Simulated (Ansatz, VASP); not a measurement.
**One calculation of VN, two programs**

```
V N
1.0
     0.00000    2.05560    2.05560
     2.05560    0.00000    2.05560
     2.05560    2.05560    0.00000
V N
1 1
Cartesian
  0.0000 0.0000 0.0000
  2.0556 2.0556 2.0556
```

Alike in both runs: task single point; functional BLYP; k mesh 10 × 10 × 10; occupations gaussian, width 0.05 eV; collinear spin.

```csv
,VASP,Ansatz
version,VASP 6.6.1,Ansatz 0.2.0
potentials or method,"VASP PAW PBE potentials, release 64 (V_sv, N), cutoff 600 eV","scalar-relativistic, plane waves, PAW"
valence electrons in the cell,18,18
```

|  | VASP | Ansatz | Ansatz less VASP |
| --- | --- | --- | --- |
| gap on the k mesh at the Fermi level (eV) | none | none | - |
| pressure (GPa) | 13.5 | 12.8 | -0.66 |
| net moment per atom (μB) | 0.00 | 0.00 | -0.001 |

VASP's potentials were made for PBE, not for BLYP. A gap of «none» marks a metal or a gap that the smearing closes. The functional is the same, so the differences come from potentials, cutoffs and numerics. Ansatz's warnings: seeded moment not kept.
